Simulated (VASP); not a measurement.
# ZnO (P6_3mc) in VASP: a series of runs, part 2 of 2

VASP 6.6.1. The steps go on from the part before.

### Step 3. Vibrations by perturbation theory, PBEsol (volume scaled by 1.015)

INCAR

```
PREC     = Accurate       # precision mode
ENCUT    = 600            # plane-wave cutoff, eV
EDIFF    = 1E-8           # SCF threshold, eV
ISMEAR   = 0              # smearing method
SIGMA    = 0.01           # smearing width, eV
LREAL    = False          # projectors in reciprocal space
LASPH    = True           # aspherical terms in the spheres
NELM     = 120            # most SCF steps
ALGO     = Normal         # electronic algorithm
ISIF     = 2              # what is computed and relaxed
LWAVE    = False          # write WAVECAR
LCHARG   = False          # write CHGCAR
GGA      = PS             # functional
NBANDS   = 26             # bands
IBRION   = 8              # ionic algorithm
NSW      = 1              # ionic steps
GGA_COMPAT= False
```

KPOINTS

```
regular mesh
0
Gamma
  6 6 4
```

POSCAR

```
ZnO
1.0
    3.2461001339      0.0000000000      0.0000000000
   -1.6230500670      2.8112051792      0.0000000000
    0.0000000000      0.0000000000      5.2401689157
Zn O
2 2
Direct
    0.3333333333      0.6666666667      0.5000362241
    0.6666666667      0.3333333333      0.0000362241
    0.6666666667      0.3333333333      0.3789737759
    0.3333333333      0.6666666667      0.8789737759
```

Potentials or basis: VASP PAW PBE potentials, release 64 (Zn, O).

Run with:

```bash
> cat potpaw_PBE.64/Zn/POTCAR potpaw_PBE.64/O/POTCAR > POTCAR
> mpirun -np 1 vasp_std > vasp.out
```

OUTCAR:

```text
PREC = Accurate
   ENCUT = 600
   EDIFF = 1E-8
   ISMEAR = 0
   LREAL = False
   LASPH = True
   NELM = 120
   ISIF = 2
   GGA = PS
   IBRION = 8
   NSW = 1

 ion  position               nearest neighbor table
   1  0.333  0.667  0.500-   3 1.98   3 1.98   3 1.98   4 1.99
   2  0.667  0.333  0.000-   4 1.98   4 1.98   4 1.98   3 1.99
   3  0.667  0.333  0.379-   1 1.98   1 1.98   1 1.98   2 1.99
   4  0.333  0.667  0.879-   2 1.98   2 1.98   2 1.98   1 1.99

  LATTYP: Found a hexagonal cell.
 ALAT       =     3.2461001339
 C/A-ratio  =     1.6142967560

  Lattice vectors:

 A1 = (   3.2461001339,   0.0000000000,   0.0000000000)
 A2 = (  -1.6230500670,   2.8112051792,   0.0000000000)
 A3 = (   0.0000000000,   0.0000000000,   5.2401689157)

Analysis of symmetry for initial positions (statically):
=====================================================================
 Subroutine PRICEL returns:
 Original cell was already a primitive cell.

 Routine SETGRP: Setting up the symmetry group for a
 hexagonal supercell.

 Subroutine GETGRP returns: Found 12 space group operations
 (whereof  6 operations were pure point group operations)
 out of a pool of 24 trial point group operations.

The static configuration has the point symmetry C_3v.
 The point group associated with its full space group is C_6v.

Analysis of symmetry for dynamics (positions and initial velocities):
=====================================================================
 Subroutine PRICEL returns:
 Original cell was already a primitive cell.

 Routine SETGRP: Setting up the symmetry group for a
 hexagonal supercell.

 Subroutine GETGRP returns: Found 12 space group operations
 (whereof  6 operations were pure point group operations)
 out of a pool of 24 trial point group operations.

The dynamic configuration has the point symmetry C_3v.
 The point group associated with its full space group is C_6v.

 Subroutine INISYM returns: Found 12 space group operations
 (whereof  6 operations are pure point group operations),
 and found     1 'primitive' translations

----------------------------------------------------------------------------------------

                                     Primitive cell

  volume of cell :      47.8189

  direct lattice vectors                    reciprocal lattice vectors
     3.246100134  0.000000000  0.000000000     0.308061969  0.177859661  0.000000000
[... 762 lines left out ...]

 VOLUME and BASIS-vectors are now :
 -----------------------------------------------------------------------------
  energy-cutoff  :      600.00
  volume of cell :       47.82
      direct lattice vectors                 reciprocal lattice vectors
     3.246100134  0.000000000  0.000000000     0.308061969  0.177859661  0.000000000
    -1.623050067  2.811205179  0.000000000     0.000000000  0.355719322  0.000000000
     0.000000000  0.000000000  5.240168916     0.000000000  0.000000000  0.190833543

 POSITION                                       TOTAL-FORCE (eV/Angst)
 -----------------------------------------------------------------------------------
     -0.00000      1.87414      2.62027         0.000000     -0.000000      0.000129
      1.62305      0.93707      0.00019        -0.000000      0.000000      0.000129
      1.62305      0.93707      1.98589        -0.000000      0.000000     -0.000129
     -0.00000      1.87414      4.60597         0.000000     -0.000000     -0.000129
 -----------------------------------------------------------------------------------
    total drift:                                0.000000      0.000000     -0.000138

  FREE ENERGIE OF THE ION-ELECTRON SYSTEM (eV)
  ---------------------------------------------------
  free  energy   TOTEN  =       -19.4117710637 eV

  energy  without entropy=      -19.4117710637  energy(sigma->0) =      -19.41177106

[... ionic steps 2 to 9 ...]

--------------------------------------- Ionic step       10  -------------------------------------------

------------------------ aborting loop because EDIFF is reached ----------------------------------------

[... ionic steps 11 to 11 ...]

--------------------------------------- Ionic step       12  -------------------------------------------

 Free energy of the ion-electron system (eV)
  ---------------------------------------------------
  ---------------------------------------------------
  free energy    TOTEN  =        -0.37630804 eV

  energy without entropy =       -0.37630804

------------------------ aborting loop because EDIFF is reached ----------------------------------------

 INTERNAL STRAIN TENSOR  FOR ION    3  DIRECTION 3   (eV/Angst):
 -----------------------------------------------------------------------------
     4.27887 -0.00000  0.00000
    -0.00000  4.27887 -0.00000
     0.00000  0.00000 -8.39390

 INTERNAL STRAIN TENSOR FOR ION    4 for displacements in x,y,z  (eV/Angst):
          X           Y           Z          XY          YZ          ZX
  --------------------------------------------------------------------------------
  x     0.00000    -0.00000     0.00000    -7.68393    -0.00000     4.06164
  y    -7.68393     7.68393     0.00000    -0.00000     4.35728    -0.00000
  z     4.27887     4.27887    -8.39390    -0.00000    -0.00000    -0.00000

 SECOND DERIVATIVES (NOT SYMMETRIZED)
 ------------------------------------
               1X          1Y          1Z          2X          2Y          2Z          3X          3Y          3Z          4X          4Y          4Z
  1X    -7.267286    0.000000   -0.000000    0.304866   -0.000000    0.000000    6.911401   -0.000000   -0.000000    0.051018   -0.000000   -0.000000
  1Y     0.000000   -7.267286    0.000000   -0.000000    0.304866    0.000000   -0.000000    6.911401    0.000000   -0.000000    0.051018   -0.000000
  1Z     0.000000   -0.000000  -11.161230    0.000000    0.000000    4.789497    0.000000    0.000000    1.637013    0.000000    0.000000    4.734720
  2X     0.304866   -0.000000    0.000000   -7.267286    0.000000    0.000000    0.051018   -0.000000    0.000000    6.911401   -0.000000    0.000000
  2Y    -0.000000    0.304866   -0.000000    0.000000   -7.267286   -0.000000   -0.000000    0.051018    0.000000   -0.000000    6.911401    0.000000
  2Z    -0.000000   -0.000000    4.789497    0.000000    0.000000  -11.161230   -0.000000   -0.000000    4.734720   -0.000000   -0.000000    1.637013
  3X     6.910350   -0.000000    0.000000    0.042861   -0.000000    0.000000   -7.873769    0.000000    0.000000    0.920558   -0.000000    0.000000
  3Y    -0.000000    6.910350    0.000000   -0.000000    0.042861    0.000000    0.000000   -7.873769   -0.000000   -0.000000    0.920558    0.000000
  3Z     0.000000    0.000000    1.542602   -0.000000   -0.000000    4.748452    0.000000    0.000000  -11.150928    0.000000   -0.000000    4.859875
  4X     0.042861   -0.000000    0.000000    6.910350   -0.000000   -0.000000    0.920558   -0.000000    0.000000   -7.873769    0.000000    0.000000
  4Y    -0.000000    0.042861   -0.000000   -0.000000    6.910350   -0.000000   -0.000000    0.920558   -0.000000    0.000000   -7.873769    0.000000
  4Z     0.000000    0.000000    4.748452   -0.000000    0.000000    1.542602   -0.000000    0.000000    4.859875   -0.000000    0.000000  -11.150928

 Eigenvectors and eigenvalues of the dynamical matrix
 ----------------------------------------------------

   1 f  =   15.734750 THz    98.864351 2PiTHz  524.854772 cm-1    65.073669 meV
             X         Y         Z           dx          dy          dz
     -0.000000  1.874137  2.620274    -0.000000   -0.000000   -0.088877
      1.623050  0.937068  0.000190     0.000000    0.000000    0.088877
      1.623050  0.937068  1.985887     0.000000    0.000000   -0.701499
     -0.000000  1.874137  4.605971    -0.000000   -0.000000    0.701499
[... 71 lines left out ...]
  12 f/i=    0.027835 THz     0.174892 2PiTHz    0.928473 cm-1     0.115116 meV
             X         Y         Z           dx          dy          dz
     -0.000000  1.874137  2.620274     0.000000   -0.000000    0.633005
      1.623050  0.937068  0.000190     0.000000   -0.000000    0.633005
      1.623050  0.937068  1.985887     0.000000   -0.000000    0.315126
     -0.000000  1.874137  4.605971     0.000000   -0.000000    0.315126

--------------------------------------------------------------------------------------------------------

 ELASTIC MODULI CONTR FROM IONIC RELAXATION (kBar)
 Direction    XX          YY          ZZ          XY          YZ          ZX
 --------------------------------------------------------------------------------
 XX        -651.7489    265.6714    379.6900      0.0000      0.0000     -0.0000
 YY         265.6714   -651.7489    379.6900      0.0000      0.0000      0.0000
 ZZ         379.6900    379.6900   -746.8163     -0.0000     -0.0000     -0.0000
 XY           0.0000      0.0000     -0.0000   -458.7101      0.0000     -0.0000
 YZ          -0.0000      0.0000     -0.0000      0.0000   -168.1873      0.0000
 ZX          -0.0000      0.0000     -0.0000     -0.0000      0.0000   -162.9631
 --------------------------------------------------------------------------------
```

Run time: 3.8 min. Hardware: 1 thread of Intel Xeon 6975P-C (Granite Rapids), shared host; peak memory 0.42 GiB.

Results:

| Item | Value |
| --- | --- |
| Highest phonon frequency at Γ, LO-TO splitting left out | 525 cm⁻¹ |

Phonon frequencies in cm⁻¹ (negative: imaginary):
```tsv
q point	frequencies
(0.000, 0.000, 0.000)	-1 0 0 89 89 251 365 384 384 416 416 525
```

Caveat: the k points lie up to 0.37 Å⁻¹ apart; the cell wasn't relaxed at this level first, which shifts response properties.
